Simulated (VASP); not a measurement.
# RbHoBr4 (P4/mmm) in VASP: further runs

RbHoBr4 is run at these levels: PBE; tasks: relaxation of cell and atoms, relaxation of shape and atoms at fixed volume, single point.

Everything below comes from runs of VASP 6.6.1. Logs are shortened: lines on timing, memory, paths and dates and some standing lists are left out, and cuts for length are marked.

### Step 1. The cell of the first run

It takes space group P4/mmm (No. 123, tetragonal). Conventional cell: a = 5.527 Å, b = 5.527 Å, c = 9.080 Å, α = 90.00°, β = 90.00°, γ = 90.00°. Within 5.6 Å of Rb (site symmetry 4/mmm) lie 16 Br at 4.29 to 5.32 Å and 4 Rb at 5.53 Å. Ho (site symmetry 4/mmm) has 6 Br at 2.76 Å within 3.6 Å. Within 3.6 Å of Br (site symmetry 4mm) lie 1 Ho at 2.76 Å and 1 Br at 3.56 Å. Within 3.6 Å of Br (site symmetry mmm) lie 2 Ho at 2.76 Å.

### Step 2. Relaxation of cell and atoms, PBE

Contents of INCAR:

```
PREC = Accurate
ENCUT = 500
EDIFF = 1E-7
ISMEAR = 0
SIGMA = 0.01
LREAL = F
LASPH = T
NELM = 200
ALGO = Normal
ISIF = 3
LWAVE = F
LCHARG = F
GGA = PE
IBRION = 2
NSW = 80
EDIFFG = -0.001
GGA_COMPAT = F
NELMIN = 4
LMAXMIX = 6
```

Contents of KPOINTS:

```
regular mesh
0
Gamma
  4 4 4
```

Contents of POSCAR:

```
RbHoBr4
1.0
    5.5270935291      0.0000000000      0.0000000000
    0.0000000000      5.5270935291      0.0000000000
    0.0000000000      0.0000000000      9.0801552123
Rb Ho Br
1 1 4
Direct
    0.0000000000      0.0000000000      0.0000000000
    0.5000000000      0.5000000000      0.5000000000
    0.5000000000      0.5000000000      0.8039636520
    0.5000000000      0.5000000000      0.1960363480
    0.5000000000      0.0000000000      0.5000000000
    0.0000000000      0.5000000000      0.5000000000
```

Potentials or basis: VASP PAW PBE potentials, release 64 (Rb_sv, Ho_3, Br), 4f in core.

Launch:

```
$ cat potpaw_PBE.64/Rb_sv/POTCAR potpaw_PBE.64/Ho_3/POTCAR potpaw_PBE.64/Br/POTCAR > POTCAR
$ mpirun -np 1 vasp_std > vasp.out
```

OUTCAR:

```text
PREC = Accurate
   ENCUT = 500
   EDIFF = 1E-7
   ISMEAR = 0
   LREAL = F
   LASPH = T
   NELM = 200
   ISIF = 3
   GGA = PE
   IBRION = 2
   NSW = 80
   EDIFFG = -0.001
   NELMIN = 4

 ion  position               nearest neighbor table
   1  0.000  0.000  0.000-   3 4.29   4 4.29   3 4.29   4 4.29   3 4.29   4 4.29   3 4.29   4 4.29

   2  0.500  0.500  0.500-   3 2.76   4 2.76   5 2.76   6 2.76   5 2.76   6 2.76
   3  0.500  0.500  0.804-   2 2.76   1 4.29   1 4.29   1 4.29   1 4.29
   4  0.500  0.500  0.196-   2 2.76   1 4.29   1 4.29   1 4.29   1 4.29
   5  0.500  0.000  0.500-   2 2.76   2 2.76
   6  0.000  0.500  0.500-   2 2.76   2 2.76

  LATTYP: Found a simple tetragonal cell.
 ALAT       =     5.5270935291
 C/A-ratio  =     1.6428445013

  Lattice vectors:

 A1 = (   5.5270935291,   0.0000000000,   0.0000000000)
 A2 = (   0.0000000000,   5.5270935291,   0.0000000000)
 A3 = (   0.0000000000,   0.0000000000,   9.0801552123)

Analysis of symmetry for initial positions (statically):
=====================================================================
 Subroutine PRICEL returns:
 Original cell was already a primitive cell.

 Routine SETGRP: Setting up the symmetry group for a
 simple tetragonal supercell.

 Subroutine GETGRP returns: Found 16 space group operations
 (whereof 16 operations were pure point group operations)
 out of a pool of 16 trial point group operations.

The static configuration has the point symmetry D_4h.

Analysis of symmetry for dynamics (positions and initial velocities):
=====================================================================
 Subroutine PRICEL returns:
 Original cell was already a primitive cell.

 Routine SETGRP: Setting up the symmetry group for a
 simple tetragonal supercell.

 Subroutine GETGRP returns: Found 16 space group operations
 (whereof 16 operations were pure point group operations)
 out of a pool of 16 trial point group operations.

The dynamic configuration has the point symmetry D_4h.

 Subroutine INISYM returns: Found 16 space group operations
 (whereof 16 operations are pure point group operations),
 and found     1 'primitive' translations

----------------------------------------------------------------------------------------

                                     Primitive cell

  volume of cell :     277.3875

  direct lattice vectors                    reciprocal lattice vectors
     5.527093529  0.000000000  0.000000000     0.180926918  0.000000000  0.000000000
     0.000000000  5.527093529  0.000000000     0.000000000  0.180926918  0.000000000
     0.000000000  0.000000000  9.080155212     0.000000000  0.000000000  0.110130276

  length of vectors
     5.527093529  5.527093529  9.080155212     0.180926918  0.180926918  0.110130276

  position of ions in fractional coordinates (direct lattice)
     0.000000000  0.000000000  0.000000000
     0.500000000  0.500000000  0.500000000
     0.500000000  0.500000000  0.803963652
     0.500000000  0.500000000  0.196036348
     0.500000000  0.000000000  0.500000000
     0.000000000  0.500000000  0.500000000

  ion indices of the primitive-cell ions
   primitive index   ion index
                 1           1
                 2           2
                 3           3
                 4           4
                 5           5
                 6           6

----------------------------------------------------------------------------------------

 KPOINTS: regular mesh

Automatic generation of k-mesh.
 Grid dimensions read from file:
 generate k-points for:    4    4    4

 Generating k-lattice:

  Cartesian coordinates                     Fractional coordinates (reciprocal lattice)
     0.045231730  0.000000000  0.000000000     0.250000000  0.000000000  0.000000000
     0.000000000  0.045231730  0.000000000     0.000000000  0.250000000  0.000000000
     0.000000000  0.000000000  0.027532569     0.000000000  0.000000000  0.250000000

  Length of vectors
     0.045231730  0.045231730  0.027532569

  Shift w.r.t. Gamma in fractional coordinates (k-lattice)
     0.000000000  0.000000000  0.000000000

 Subroutine IBZKPT returns following result:
 ===========================================

 Found     18 irreducible k-points:

 Following reciprocal coordinates:
            Coordinates               Weight
  0.000000  0.000000  0.000000      1.000000
  0.250000  0.000000  0.000000      4.000000
  0.500000  0.000000  0.000000      2.000000
  0.250000  0.250000  0.000000      4.000000
  0.500000  0.250000  0.000000      4.000000
  0.500000  0.500000  0.000000      1.000000
[... 10 lines left out ...]
  0.500000  0.250000  0.500000      4.000000
  0.500000  0.500000  0.500000      1.000000
   k-points           NKPTS =     18   k-points in BZ     NKDIM =     18   number of bands    NBANDS=     27
   number of dos      NEDOS =    301   number of ions     NIONS =      6
   total plane-waves  NPLWV = 112000
   dimension x,y,z NGX =    40 NGY =   40 NGZ =   70
   dimension x,y,z NGXF=    80 NGYF=   80 NGZF=  140
   ions per type =               1   1   4
   NGX,Y,Z   is equivalent  to a cutoff of  12.03, 12.03, 12.82 a.u.
   NGXF,Y,Z  is equivalent  to a cutoff of  24.06, 24.06, 25.63 a.u.
 SYSTEM =  unknown system
   PREC   = accura    normal or accurate (medium, high low for compatibility)
   ISTART =      0    job   : 0-new  1-cont  2-samecut
   ICHARG =      2    charge: 1-file 2-atom 10-const
   ISPIN  =      1    spin polarized calculation?
   LNONCOLLINEAR =      F non collinear calculations
   LSORBIT =      F    spin-orbit coupling
   LASPH  =      T    aspherical Exc in radial PAW
   ENCUT  =  500.0 eV  36.75 Ry    6.06 a.u.  10.08 10.08 16.56*2*pi/ulx,y,z
   NELM   =    200;   NELMIN=  4; NELMDL= -5     # of ELM steps
   EDIFF  = 0.1E-06   stopping-criterion for ELM
   LREAL  =      F    real-space projection
   EDIFFG = -.1E-02   stopping-criterion for IOM
   NSW    =     80    number of steps for IOM
   IBRION =      2    ionic relax: 0-MD 1-quasi-New 2-CG
   NFREE  =      1    steps in history (QN), initial steepest desc. (CG)
   ISIF   =      3    stress and relaxation
   ISYM   =      2    0-nonsym 1-usesym 2-fastsym
   POTIM  = 0.5000    time-step for ionic-motion
   TEBEG  =    0.0;   TEEND  =   0.0 temperature during run
   PSTRESS=    0.0 pullay stress
   NELECT =      46.0000    total number of electrons
   NUPDOWN=      -1.0000    fix difference up-down
   EMIN   =  10.00;   EMAX   =-10.00  energy-range for DOS
   EFERMI =   0.00;   METHOD = LEGACY
   ISMEAR =     0;   SIGMA  =   0.01  broadening in eV -4-tet -1-fermi 0-gaus
   EFERMI_NEDOS =   21; number of points for ismear=-14 and -15
   IALGO  =     38    algorithm
   IMIX   =      4    mixing-type and parameters
     AMIX     =   0.40;   BMIX     =  1.00
     AMIX_MAG =   1.60;   BMIX_MAG =  1.00
  volume/ion in A,a.u.               =      46.23       311.98
  Fermi-wavevector in a.u.,A,eV,Ry     =   0.899425  1.699668 11.006651  0.808966
  Thomas-Fermi vector in A             =   2.022258
   LORBIT       =      0    0 simple, 1 ext, 2 COOP (PROOUT), +10 PAW based schemes
   GGA     = PE    functional components
   LHFCALC =     F    Hartree Fock is set to
   AEXX    =    0.0000 exact exchange contribution
   IVDW    =     0    specifies the selected vdW correction
   LEPSILON=     F    determine dielectric tensor
   LRPA    =     F    only Hartree local field effects (RPA)
 conjugate gradient relaxation of ions
 non-spin polarized calculation
 Gauss-broadening in eV      SIGMA  =   0.01
  energy-cutoff  :      500.00
  volume of cell :      277.39
 maximum number of plane-waves:      7072
   NGX = 21   NGY = 21   NGZ = 33

--------------------------------------- Ionic step        1  -------------------------------------------

 number of electron      46.0000016 magnetization

 Free energy of the ion-electron system (eV)
  ---------------------------------------------------
  ext. energy  EPLUGINS =         0.00000000
  ---------------------------------------------------
  free energy    TOTEN  =       -22.60518946 eV

  energy without entropy =      -22.60518946  energy(sigma->0) =      -22.60518946

------------------------ aborting loop because EDIFF is reached ----------------------------------------

  FORCE on cell =-STRESS in cart. coord.  units (eV):
  Direction    XX          YY          ZZ          XY          YZ          ZX
  --------------------------------------------------------------------------------------
  -------------------------------------------------------------------------------------
  Total        0.0300871      0.0300871      0.0855325      0.0000000      0.0000000      0.0000000
  in kB        0.1737815      0.1737815      0.4940319      0.0000000      0.0000000      0.0000000
  external PRESSURE =       0.2805316 kB  Pullay stress =       0.0000000 kB

 VOLUME and BASIS-vectors are now :
 -----------------------------------------------------------------------------
  energy-cutoff  :      500.00
  volume of cell :      277.39
      direct lattice vectors                 reciprocal lattice vectors
     5.527093529  0.000000000  0.000000000     0.180926918  0.000000000  0.000000000
     0.000000000  5.527093529  0.000000000     0.000000000  0.180926918  0.000000000
     0.000000000  0.000000000  9.080155212     0.000000000  0.000000000  0.110130276

 POSITION                                       TOTAL-FORCE (eV/Angst)
 -----------------------------------------------------------------------------------
      0.00000      0.00000      0.00000         0.000000      0.000000      0.000000
      2.76355      2.76355      4.54008         0.000000      0.000000      0.000000
      2.76355      2.76355      7.30011        -0.000000     -0.000000      0.012907
      2.76355      2.76355      1.78004         0.000000      0.000000     -0.012907
      2.76355      0.00000      4.54008         0.000000      0.000000      0.000000
      0.00000      2.76355      4.54008         0.000000      0.000000      0.000000
 -----------------------------------------------------------------------------------
    total drift:                                0.000000     -0.000000     -0.000000
[... 30 lines left out ...]
 POSITION                                       TOTAL-FORCE (eV/Angst)
 -----------------------------------------------------------------------------------
      0.00000      0.00000      0.00000        -0.000000      0.000000      0.000000
      2.76422      2.76422      4.54320        -0.000000      0.000000      0.000000
      2.76422      2.76422      7.30576         0.000000     -0.000000     -0.002585
      2.76422      2.76422      1.78064        -0.000000     -0.000000      0.002585
      2.76422      0.00000      4.54320        -0.000000      0.000000      0.000000
     -0.00000      2.76422      4.54320        -0.000000      0.000000      0.000000
 -----------------------------------------------------------------------------------
    total drift:                                0.000000     -0.000000     -0.000000

  FREE ENERGIE OF THE ION-ELECTRON SYSTEM (eV)
  ---------------------------------------------------
  free  energy   TOTEN  =       -22.6052271373 eV

  energy  without entropy=      -22.6052271373  energy(sigma->0) =      -22.60522714

--------------------------------------- Ionic step        3  -------------------------------------------

 number of electron      46.0000016 magnetization

 Free energy of the ion-electron system (eV)
  ---------------------------------------------------
  ext. energy  EPLUGINS =         0.00000000
  ---------------------------------------------------
  free energy    TOTEN  =       -22.60522785 eV

  energy without entropy =      -22.60522785  energy(sigma->0) =      -22.60522785

 E-fermi :  -1.6153     XC(G=0):  -6.6186

 val. band max:       -1.6869745313   @ k =   0.0000   0.0000   0.0000
 cond. band min:       1.5417986859   @ k =   0.0000   0.0000   0.0000
 fundamental gap:      3.2287732173
 Fermi energy:        -1.6152555054

 k-point     1 :       0.0000    0.0000    0.0000
  band No.  band energies     occupation
      1     -27.9131      2.00000
      2     -24.7264      2.00000
      3     -24.7264      2.00000
      4     -24.5751      2.00000
      5     -15.3161      2.00000
      6     -15.0276      2.00000
[... 19 lines left out ...]
     26       2.4257      0.00000
     27       2.4257      0.00000
[... 521 lines left out ...]
 VOLUME and BASIS-vectors are now :
 -----------------------------------------------------------------------------
  energy-cutoff  :      500.00
  volume of cell :      277.67
      direct lattice vectors                 reciprocal lattice vectors
     5.528271181  0.000000000  0.000000000     0.180888377  0.000000000  0.000000000
     0.000000000  5.528271181 -0.000000000     0.000000000  0.180888377  0.000000000
    -0.000000000  0.000000000  9.085655242     0.000000000  0.000000000  0.110063608

 POSITION                                       TOTAL-FORCE (eV/Angst)
 -----------------------------------------------------------------------------------
      0.00000      0.00000      0.00000         0.000000      0.000000      0.000000
      2.76414      2.76414      4.54283         0.000000      0.000000      0.000000
      2.76414      2.76414      7.30509         0.000000     -0.000000     -0.000708
      2.76414      2.76414      1.78057        -0.000000     -0.000000      0.000708
      2.76414      0.00000      4.54283         0.000000      0.000000      0.000000
     -0.00000      2.76414      4.54283         0.000000      0.000000      0.000000
 -----------------------------------------------------------------------------------
    total drift:                                0.000000     -0.000000     -0.000000

  FREE ENERGIE OF THE ION-ELECTRON SYSTEM (eV)
  ---------------------------------------------------
  free  energy   TOTEN  =       -22.6052278549 eV

  energy  without entropy=      -22.6052278549  energy(sigma->0) =      -22.60522785

 reached required accuracy - stopping structural energy minimisation
```

It took 2.3 min on 1 thread of Intel Xeon 6975P-C (Granite Rapids), shared host; peak memory 0.42 GiB.

Results:

* Free energy: -22.6052 eV
* Relaxed volume: 46.28 Å³/atom
* Relaxed cell: a = 5.528 Å, b = 5.528 Å, c = 9.086 Å, α = 90.00°, β = 90.00°, γ = 90.00°
* Space group after relaxing (to 0.1 Å): P4/mmm (No. 123)
* Energy gained by relaxing: 0.0 meV/atom
* Ionic steps: 3
* Pressure after relaxing: 0.0 GPa
* Band gap on the k mesh: 3.23 eV

Final structure:
```cif
data_structure
_symmetry_space_group_name_H-M 'P 1'
_symmetry_Int_Tables_number 1
_cell_length_a 5.5283
_cell_length_b 5.5283
_cell_length_c 9.0857
_cell_angle_alpha 90.000
_cell_angle_beta 90.000
_cell_angle_gamma 90.000
_cell_volume 277.67
loop_
_atom_site_label
_atom_site_type_symbol
_atom_site_fract_x
_atom_site_fract_y
_atom_site_fract_z
_atom_site_occupancy
Rb1 Rb 0.00000 0.00000 0.00000 1
Ho1 Ho 0.50000 0.50000 0.50000 1
Br1 Br 0.50000 0.50000 0.80402 1
Br2 Br 0.50000 0.50000 0.19598 1
Br3 Br 0.50000 0.00000 0.50000 1
Br4 Br 0.00000 0.50000 0.50000 1
```

Caveat: spin-orbit coupling is left out, which moves the levels of the heavy elements; the 4f electrons are frozen in the core, so they carry no moment and show no levels. Spin polarisation is off, so any magnetic state and its effect on volume and gap are missing.

### Step 3. Relaxation of shape and atoms at fixed volume, PBE (47.62 Å³/atom)

This run uses another cell than the first one, of 47.62 Å³/atom.

Contents of INCAR:

```
SYSTEM = RbHoBr4
  PREC = Accurate
  ENCUT = 500
  EDIFF = 1E-7
  ISMEAR = 0
  SIGMA = 0.02
  LREAL = .False.
  LASPH = .True.
  NELM = 200
  ALGO = Normal
  ISIF = 4
  LWAVE = .False.
  LCHARG = .False.
  GGA = PE
  IBRION = 2
  NSW = 50
  EDIFFG = -0.01
  GGA_COMPAT = .False.
  NELMIN = 4
  LMAXMIX = 6
```

Contents of KPOINTS:

```
regular mesh
0
Gamma
  4 4 4
  0 0 0
```

POSCAR, as its differences from that of step 2:

```diff
@@ -2,5 +2,5 @@
 1.0
-    5.5270935291      0.0000000000      0.0000000000
-    0.0000000000      5.5270935291      0.0000000000
-    0.0000000000      0.0000000000      9.0801552123
+    5.5818207866      0.0000000000      0.0000000000
+    0.0000000000      5.5818207866      0.0000000000
+    0.0000000000      0.0000000000      9.1700635863
 Rb Ho Br
```

Potentials or basis: VASP PAW PBE potentials, release 64 (Rb_sv, Ho_3, Br), 4f in core.

Launch:

```
$ cat potpaw_PBE.64/Rb_sv/POTCAR potpaw_PBE.64/Ho_3/POTCAR potpaw_PBE.64/Br/POTCAR > POTCAR
$ mpirun -np 1 vasp_std > vasp.out
```

Wall time 4.4 min (1 thread of Intel Xeon 6975P-C (Granite Rapids), shared host); peak memory 0.45 GiB.

Results (log left out):

```
Free energy               : -22.5950 eV
Energy gained by relaxing : 0.7 meV/atom
Ionic steps               : 5
Pressure after relaxing   : -0.4 GPa
Band gap on the k mesh    : 3.31 eV (least direct gap 3.32 eV)
```

Forces in eV/Å, atoms in the order of the input:
```
Rb   0.000  0.000  0.000
Ho   0.000  0.000  0.000
Br   0.000  0.000  0.003
Br   0.000  0.000 -0.003
Br   0.000  0.000  0.000
Br   0.000  0.000  0.000
```

The path:
| step | energy change (eV) | largest force (eV/Å) | pressure (GPa) | volume (Å³) |
| --- | --- | --- | --- | --- |
| 1 | 0.0000 | 0.1562 | -0.57 | 285.71 |
| 2 | -0.0019 | 0.0930 | -0.52 | 285.71 |
| 3 | -0.0026 | 0.0224 | -0.46 | 285.71 |
| 4 | -0.0035 | 0.0127 | -0.44 | 285.71 |
| 5 | -0.0041 | 0.0027 | -0.40 | 285.71 |

Final structure:
```yaml
crystal:
  lattice:
    - [5.57110, 0.00000, 0.00000]
    - [0.00000, 5.57110, 0.00000]
    - [0.00000, 0.00000, 9.20540]
  atoms:
    - { symbol: Rb, position: [0.00000, 0.00000, 0.00000] }
    - { symbol: Ho, position: [0.50000, 0.50000, 0.50000] }
    - { symbol: Br, position: [0.50000, 0.50000, 0.80085] }
    - { symbol: Br, position: [0.50000, 0.50000, 0.19915] }
    - { symbol: Br, position: [0.50000, 0.00000, 0.50000] }
    - { symbol: Br, position: [0.00000, 0.50000, 0.50000] }
```

Levels at points of the mesh, in eV from the valence-band top:
```csv
k point,band 21,band 22,band 23,band 24,band 25,band 26
"(0.00, 0.00, 0.00)",-0.48,-0.48,-0.01,3.31,3.67,4.16
"(0.50, 0.00, 0.00)",-0.49,-0.12,-0.05,4.20,4.66,4.79
"(0.50, 0.50, 0.00)",-0.16,-0.06,-0.06,5.20,5.20,5.44
"(0.00, 0.00, 0.50)",-0.69,-0.31,-0.31,3.31,4.04,4.04
"(0.50, 0.00, 0.50)",-0.52,-0.29,-0.27,4.06,4.66,4.69
"(0.50, 0.50, 0.50)",-0.22,-0.22,-0.16,5.04,5.04,5.13
```

Caveat: spin-orbit coupling is left out, which moves the levels of the heavy elements; the 4f electrons are frozen in the core, so they carry no moment and show no levels.

[end of part 1 of 2]
